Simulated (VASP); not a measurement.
# NaF (Villiaumite) (Fm-3m) in VASP: a series of runs

The runs below take NaF (Villiaumite) through relaxation of cell and atoms, single point, with r2SCAN.

Everything below comes from runs of VASP 6.6.1. Logs are shortened: lines on timing, memory, paths and dates and some standing lists are left out, and cuts for length are marked.

### 1 The cell of the first run

Symmetry: Fm-3m, No. 225, cubic system. The conventional cell has a = 4.640 Å, b = 4.640 Å, c = 4.640 Å, α = 90.00°, β = 90.00°, γ = 90.00°. Na (site symmetry m-3m) has 6 F at 2.32 Å within 3.1 Å. Within 3.1 Å of F (site symmetry m-3m) lie 6 Na at 2.32 Å.

### 2 Relaxation of cell and atoms, r2SCAN

Contents of POSCAR:

```
NaF
1.0
    2.3200000000      2.3200000000      0.0000000000
   -2.3200000000      2.3200000000      0.0000000000
    0.0000000000      2.3200000000      2.3200000000
Na F
1 1
Direct
    0.0000000000      0.0000000000      0.0000000000
    0.5000000000      0.5000000000      0.0000000000
```

Contents of INCAR.step1:

```
PREC = Accurate
ENCUT = 600
ISMEAR = -1
SIGMA = 0.05
LREAL = F
LASPH = T
NELM = 60
GGA = PE
ALGO = Normal
EDIFF = 1E-4
LWAVE = T
LCHARG = F
```

Contents of INCAR.step2:

```
PREC = Accurate
ENCUT = 600
EDIFF = 1E-6
ISMEAR = -1
SIGMA = 0.05
LREAL = F
LASPH = T
NELM = 60
ALGO = Normal
ISIF = 3
LWAVE = F
LCHARG = F
METAGGA = R2SCAN
LMIXTAU = T
IBRION = 2
NSW = 100
EDIFFG = -0.002
ISTART = 1
```

Contents of KPOINTS:

```
Automatic mesh
0
Gamma
  12 12 12
```

Potentials or basis: VASP PAW PBE potentials, release 64 (Na_pv, F).

The run is started by

```bash
cat potpaw_PBE.64/Na_pv/POTCAR potpaw_PBE.64/F/POTCAR > POTCAR
cp INCAR.step1 INCAR
mpirun -np 1 vasp_std > vasp.out
cp INCAR.step2 INCAR
mpirun -np 1 vasp_std > vasp.out
```

OUTCAR:

```text
PREC = Accurate
   ENCUT = 600
   EDIFF = 1E-6
   ISMEAR = -1
   LREAL = F
   LASPH = T
   NELM = 60
   ISIF = 3
   METAGGA = R2SCAN
   IBRION = 2
   NSW = 100
   EDIFFG = -0.002
   ISTART = 1

 ion  position               nearest neighbor table
   1  0.000  0.000  0.000-   2 2.32   2 2.32   2 2.32   2 2.32   2 2.32   2 2.32
   2  0.500  0.500  0.000-   1 2.32   1 2.32   1 2.32   1 2.32   1 2.32   1 2.32

  LATTYP: Found a face centered cubic cell.
 ALAT       =     4.6400000000

  Lattice vectors:

 A1 = (   0.0000000000,   2.3200000000,   2.3200000000)
 A2 = (   2.3200000000,   0.0000000000,   2.3200000000)
 A3 = (   2.3200000000,   2.3200000000,   0.0000000000)

Analysis of symmetry for initial positions (statically):
=====================================================================
 Subroutine PRICEL returns:
 Original cell was already a primitive cell.

 Routine SETGRP: Setting up the symmetry group for a
 face centered cubic supercell.

 Subroutine GETGRP returns: Found 48 space group operations
 (whereof 48 operations were pure point group operations)
 out of a pool of 48 trial point group operations.

The static configuration has the point symmetry O_h .

Analysis of symmetry for dynamics (positions and initial velocities):
=====================================================================
 Subroutine PRICEL returns:
 Original cell was already a primitive cell.

 Routine SETGRP: Setting up the symmetry group for a
 face centered cubic supercell.

 Subroutine GETGRP returns: Found 48 space group operations
 (whereof 48 operations were pure point group operations)
 out of a pool of 48 trial point group operations.

The dynamic configuration has the point symmetry O_h .

 Subroutine INISYM returns: Found 48 space group operations
 (whereof 48 operations are pure point group operations),
 and found     1 'primitive' translations

----------------------------------------------------------------------------------------

                                     Primitive cell

  volume of cell :      24.9743

  direct lattice vectors                    reciprocal lattice vectors
     2.320000000  2.320000000  0.000000000     0.215517241  0.215517241 -0.215517241
    -2.320000000  2.320000000  0.000000000    -0.215517241  0.215517241 -0.215517241
     0.000000000  2.320000000  2.320000000     0.000000000  0.000000000  0.431034483

  length of vectors
     3.280975465  3.280975465  3.280975465     0.373286812  0.373286812  0.431034483

  position of ions in fractional coordinates (direct lattice)
     0.000000000  0.000000000  0.000000000
     0.500000000  0.500000000  0.000000000

  ion indices of the primitive-cell ions
   primitive index   ion index
                 1           1
                 2           2

----------------------------------------------------------------------------------------

 KPOINTS: Automatic mesh

Automatic generation of k-mesh.
 Grid dimensions read from file:
 generate k-points for:   12   12   12

 Generating k-lattice:

  Cartesian coordinates                     Fractional coordinates (reciprocal lattice)
     0.017959770  0.017959770 -0.017959770     0.083333333  0.000000000  0.000000000
    -0.017959770  0.017959770 -0.017959770     0.000000000  0.083333333  0.000000000
     0.000000000  0.000000000  0.035919540     0.000000000  0.000000000  0.083333333

  Length of vectors
     0.031107234  0.031107234  0.035919540

  Shift w.r.t. Gamma in fractional coordinates (k-lattice)
     0.000000000  0.000000000  0.000000000

 Subroutine IBZKPT returns following result:
 ===========================================

 Found     72 irreducible k-points:

 Following reciprocal coordinates:
            Coordinates               Weight
  0.000000  0.000000  0.000000      1.000000
  0.083333  0.000000  0.000000      8.000000
  0.166667  0.000000  0.000000      8.000000
  0.250000  0.000000  0.000000      8.000000
  0.333333  0.000000  0.000000      8.000000
  0.416667  0.000000  0.000000      8.000000
[... 16 lines left out ...]
  0.500000  0.166667  0.000000     24.000000
 -0.416667  0.166667  0.000000     24.000000
 [... further k-points ...]
   k-points           NKPTS =     72   k-points in BZ     NKDIM =     72   number of bands    NBANDS=     11
   number of dos      NEDOS =    301   number of ions     NIONS =      2
   total plane-waves  NPLWV =  21952
   dimension x,y,z NGX =    28 NGY =   28 NGZ =   28
   dimension x,y,z NGXF=    56 NGYF=   56 NGZF=   56
   ions per type =               1   1
   NGX,Y,Z   is equivalent  to a cutoff of  14.19, 14.19, 14.19 a.u.
   NGXF,Y,Z  is equivalent  to a cutoff of  28.38, 28.38, 28.38 a.u.
 SYSTEM =  unknown system
   PREC   = accura    normal or accurate (medium, high low for compatibility)
   ISTART =      1    job   : 0-new  1-cont  2-samecut
   ICHARG =      0    charge: 1-file 2-atom 10-const
   ISPIN  =      1    spin polarized calculation?
   LNONCOLLINEAR =      F non collinear calculations
   LSORBIT =      F    spin-orbit coupling
   LASPH  =      T    aspherical Exc in radial PAW
   ENCUT  =  600.0 eV  44.10 Ry    6.64 a.u.   6.55  6.55  6.55*2*pi/ulx,y,z
   NELM   =     60;   NELMIN=  2; NELMDL=  0     # of ELM steps
   EDIFF  = 0.1E-05   stopping-criterion for ELM
   LREAL  =      F    real-space projection
   EDIFFG = -.2E-02   stopping-criterion for IOM
   NSW    =    100    number of steps for IOM
   IBRION =      2    ionic relax: 0-MD 1-quasi-New 2-CG
   NFREE  =      1    steps in history (QN), initial steepest desc. (CG)
   ISIF   =      3    stress and relaxation
   ISYM   =      2    0-nonsym 1-usesym 2-fastsym
   POTIM  = 0.5000    time-step for ionic-motion
   TEBEG  =    0.0;   TEEND  =   0.0 temperature during run
   PSTRESS=    0.0 pullay stress
   NELECT =      14.0000    total number of electrons
   NUPDOWN=      -1.0000    fix difference up-down
   EMIN   =  10.00;   EMAX   =-10.00  energy-range for DOS
   EFERMI =   0.00;   METHOD = LEGACY
   ISMEAR =    -1;   SIGMA  =   0.05  broadening in eV -4-tet -1-fermi 0-gaus
   EFERMI_NEDOS =   21; number of points for ismear=-14 and -15
   IALGO  =     38    algorithm
   IMIX   =      4    mixing-type and parameters
     AMIX     =   0.40;   BMIX     =  1.00
     AMIX_MAG =   1.60;   BMIX_MAG =  1.00
  volume/ion in A,a.u.               =      12.49        84.27
  Fermi-wavevector in a.u.,A,eV,Ry     =   1.349852  2.550851 24.791186  1.822101
  Thomas-Fermi vector in A             =   2.477405
   LORBIT       =      0    0 simple, 1 ext, 2 COOP (PROOUT), +10 PAW based schemes
   METAGGA = R2SCAN    functional components
   LHFCALC =     F    Hartree Fock is set to
   AEXX    =    0.0000 exact exchange contribution
   IVDW    =     0    specifies the selected vdW correction
   LEPSILON=     F    determine dielectric tensor
   LRPA    =     F    only Hartree local field effects (RPA)
 conjugate gradient relaxation of ions
 non-spin polarized calculation
  energy-cutoff  :      600.00
  volume of cell :       24.97
 maximum number of plane-waves:       869
 NGX is ok and might be reduce to    28
   NGX = 13   NGY = 13   NGZ = 13

--------------------------------------- Ionic step        1  -------------------------------------------

 number of electron      14.0000006 magnetization

 Free energy of the ion-electron system (eV)
  ---------------------------------------------------
  ext. energy  EPLUGINS =         0.00000000
  ---------------------------------------------------
  free energy    TOTEN  =       -12.60051050 eV

  energy without entropy =      -12.60051050  energy(sigma->0) =      -12.60051050

------------------------ aborting loop because EDIFF is reached ----------------------------------------

  FORCE on cell =-STRESS in cart. coord.  units (eV):
  Direction    XX          YY          ZZ          XY          YZ          ZX
  --------------------------------------------------------------------------------------
  -------------------------------------------------------------------------------------
  Total       -0.3508349     -0.3508349     -0.3508349     -0.0000000      0.0000000     -0.0000000
  in kB      -22.5070959    -22.5070959    -22.5070959     -0.0000000      0.0000000     -0.0000000
  external PRESSURE =     -22.5070959 kB  Pullay stress =       0.0000000 kB
[... 93 lines left out ...]
  energy  without entropy=      -12.6088012862  energy(sigma->0) =      -12.60880129

--------------------------------------- Ionic step        4  -------------------------------------------

 number of electron      13.9999998 magnetization

 E-fermi :  -1.4320     XC(G=0): -10.0647

 val. band max:       -2.4948248597   @ k =   0.0000   0.0000   0.0000
 cond. band min:       4.9936019450   @ k =   0.0000   0.0000   0.0000
 fundamental gap:      7.4884268047
 Fermi energy:        -1.4320461394

 k-point     1 :       0.0000    0.0000    0.0000
  band No.  band energies     occupation
      1     -22.8832      2.00000
      2     -21.8291      2.00000
      3     -21.8290      2.00000
      4     -21.8288      2.00000
      5      -2.4949      2.00000
      6      -2.4948      2.00000
      7      -2.4948      2.00000
      8       4.9936      0.00000
      9      17.6806      0.00000
     10      17.6812      0.00000
     11      17.6819      0.00000
[... 355 lines left out ...]
  energy  without entropy=      -12.6086819220  energy(sigma->0) =      -12.60868192

--------------------------------------- Ionic step        5  -------------------------------------------

 number of electron      14.0000000 magnetization

 Free energy of the ion-electron system (eV)
  ---------------------------------------------------
  ext. energy  EPLUGINS =         0.00000000
  ---------------------------------------------------
  free energy    TOTEN  =       -12.60921645 eV

  energy without entropy =      -12.60921645  energy(sigma->0) =      -12.60921645

 E-fermi :  -1.4130     XC(G=0):  -9.9901

 val. band max:       -2.5563342063   @ k =   0.0000   0.0000   0.0000
 cond. band min:       4.8491394531   @ k =   0.0000   0.0000   0.0000
 fundamental gap:      7.4054736594
 Fermi energy:        -1.4129873972

 k-point     1 :       0.0000    0.0000    0.0000
  band No.  band energies     occupation
      1     -22.9205      2.00000
      2     -21.9317      2.00000
      3     -21.9315      2.00000
      4     -21.9314      2.00000
      5      -2.5564      2.00000
      6      -2.5564      2.00000
      7      -2.5563      2.00000
      8       4.8491      0.00000
      9      17.5193      0.00000
     10      17.5199      0.00000
     11      17.5205      0.00000
[... 351 lines left out ...]
  FREE ENERGIE OF THE ION-ELECTRON SYSTEM (eV)
  ---------------------------------------------------
  free  energy   TOTEN  =       -12.6092164476 eV

  energy  without entropy=      -12.6092164475  energy(sigma->0) =      -12.60921645

 reached required accuracy - stopping structural energy minimisation
```

It took 7.7 min on 1 thread of AMD EPYC 9R45 (Zen 5), shared host; peak memory 0.14 GiB.

Results:

```
Free energy                            : -12.6092 eV
Relaxed volume                         : 11.95 Å³/atom
Relaxed cell                           : a = 3.233 Å, b = 3.233 Å, c = 3.233 Å, α = 60.00°, β = 60.00°, γ = 90.00°
Space group after relaxing (to 0.05 Å) : Fm-3m (No. 225)
Energy gained by relaxing              : 4.4 meV/atom
Ionic steps                            : 5
Pressure after relaxing                : 0.0 GPa
Band gap on the k mesh                 : 7.41 eV, direct
```

The path:
```tsv
step	energy change (eV)	largest force (eV/Å)	pressure (GPa)	volume (Å³)
1	0.0000	0.0000	-2.25	24.97
2	-0.0069	0.0000	-1.01	24.35
3	-0.0083	0.0000	-0.44	24.09
4	-0.0082	0.0000	0.79	23.57
5	-0.0087	0.0000	-0.01	23.90
```

Final structure:
```cif
data_structure
_symmetry_space_group_name_H-M 'P 1'
_symmetry_Int_Tables_number 1
_cell_length_a 3.2332
_cell_length_b 3.2332
_cell_length_c 3.2332
_cell_angle_alpha 60.000
_cell_angle_beta 60.000
_cell_angle_gamma 90.000
_cell_volume 23.90
loop_
_atom_site_label
_atom_site_type_symbol
_atom_site_fract_x
_atom_site_fract_y
_atom_site_fract_z
_atom_site_occupancy
Na1 Na 0.00000 0.00000 0.00000 1
F1 F 0.50000 0.50000 0.00000 1
```

Caveat: the PAW data sets were made with another functional, which shifts forces and pressure a little. r2SCAN opens gaps a little over a GGA but as a rule still falls short of measured ones.

### 3 Single point, r2SCAN

This run uses another cell than the first one, of 10.11 Å³/atom, 0.810 times its volume.

Contents of POSCAR:

```
NaF
1.0
    2.1626439205      2.1626439205      0.0000000000
   -2.1626439205      2.1626439205      0.0000000000
    0.0000000000      2.1626439205      2.1626439205
Na F
1 1
Direct
    0.0000000000      0.0000000000      0.0000000000
    0.5000000000      0.5000000000      0.0000000000
```

Contents of INCAR.step1:

```
SYSTEM = NaF
PREC     = Accurate       ! precision mode
ENCUT    = 520            ! plane-wave cutoff, eV
ISMEAR   = 0              ! smearing method
SIGMA    = 0.01           ! smearing width, eV
LREAL    = .False.        ! projectors in reciprocal space
LASPH    = .True.         ! aspherical terms in the spheres
NELM     = 100            ! most SCF steps
NBANDS   = 14             ! bands
GGA      = PE             ! functional
ALGO     = Normal         ! electronic algorithm
EDIFF    = 1E-4           ! SCF threshold, eV
LWAVE    = .True.         ! write WAVECAR
LCHARG   = .False.        ! write CHGCAR
```

Contents of INCAR.step2:

```
SYSTEM = NaF
PREC     = Accurate       ! precision mode
ENCUT    = 520            ! plane-wave cutoff, eV
EDIFF    = 1E-6           ! SCF threshold, eV
ISMEAR   = 0              ! smearing method
SIGMA    = 0.01           ! smearing width, eV
LREAL    = .False.        ! projectors in reciprocal space
LASPH    = .True.         ! aspherical terms in the spheres
NELM     = 100            ! most SCF steps
ALGO     = Normal         ! electronic algorithm
ISIF     = 2              ! what is computed and relaxed
LWAVE    = .False.        ! write WAVECAR
LCHARG   = .False.        ! write CHGCAR
METAGGA  = R2SCAN         ! meta-GGA
LMIXTAU  = .True.       
NBANDS   = 14             ! bands
ISTART   = 1
```

Contents of KPOINTS:

```
Automatic mesh
0
Gamma
  8 8 8
  0 0 0
```

Potentials or basis: VASP PAW PBE potentials, release 64 (Na_pv, F).

The run is started by

```bash
cat potpaw_PBE.64/Na_pv/POTCAR potpaw_PBE.64/F/POTCAR > POTCAR
cp INCAR.step1 INCAR
mpirun -np 1 vasp_std > vasp.out
cp INCAR.step2 INCAR
mpirun -np 1 vasp_std > vasp.out
```

It took 30 s on 1 thread of AMD EPYC 7R43 (Zen 3), shared host; peak memory 0.1 GiB.

The run converged. Its results:

- Free energy: -12.4556 eV
- Pressure: 14.7 GPa
- Band gap on the k mesh: 8.51 eV, direct

Levels at points of the mesh, in eV from the valence-band top:
| k point | band 3 | band 4 | band 5 | band 6 | band 7 | band 8 | band 9 | band 10 | band 11 | band 12 |
| --- | --- | --- | --- | --- | --- | --- | --- | --- | --- | --- |
| (0.00, 0.00, 0.00) | -18.92 | -18.92 | 0.00 | 0.00 | 0.00 | 8.51 | 21.27 | 21.27 | 21.27 | 24.49 |
| (0.50, 0.00, 0.00) | -18.93 | -18.27 | -2.06 | -0.40 | -0.40 | 13.06 | 15.34 | 23.83 | 23.83 | 26.53 |
| (0.50, 0.50, 0.00) | -19.02 | -19.02 | -1.59 | -0.51 | -0.51 | 14.61 | 16.01 | 17.13 | 24.12 | 24.12 |

Caveat: the PAW data sets were made with another functional, which shifts forces and pressure a little. r2SCAN opens gaps a little over a GGA but as a rule still falls short of measured ones.
